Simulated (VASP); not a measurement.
# Ga: single point with PBEsol

Crystal: Ga.

```xyz
2
Lattice="0.0000 2.7586 2.7586 2.7586 0.0000 2.7586 2.7586 2.7586 0.0000" Properties=species:S:1:pos:R:3 pbc="T T T"
Ga    0.6897    0.6897    0.6897
Ga    4.8276    4.8276    4.8276
```

This cell differs from its parent crystal: volume scaled by 0.88.

* Program: VASP 6.6.1
* Task: single point
* Functional: PBEsol
* Potentials or basis: VASP PAW PBE potentials, release 64 (Ga_d)
* Cutoff: 520 eV
* k mesh: 11 × 11 × 11
* Occupations: fermi-dirac, width 0.1 eV
* Spin: no spin polarisation
* Dipole correction: no
* Further INCAR settings: ALGO = Normal; EDIFF = 1e-06; NBANDS = 20

The pressure is 7.7 GPa and the band gap on the k mesh is zero (band 13 reaches 7.07 eV, above the bottom of band 14 at 2.35 eV).

Levels at points of the mesh, in eV from the Fermi level:
```
           k point  band 9  band 10  band 11  band 12  band 13  band 14  band 15  band 16  band 17  band 18
(0.00, 0.00, 0.00)  -14.27   -14.27   -10.36     3.34     3.34     3.34     5.37     5.37     5.37     5.49
```

Run time: 17 s on 1 thread of Intel(R) Xeon(R) 6975P-C (Granite Rapids) (shared host), peak memory 0.18 GiB.

Caveat: the PAW data sets were made with another functional, which shifts forces and pressure a little.
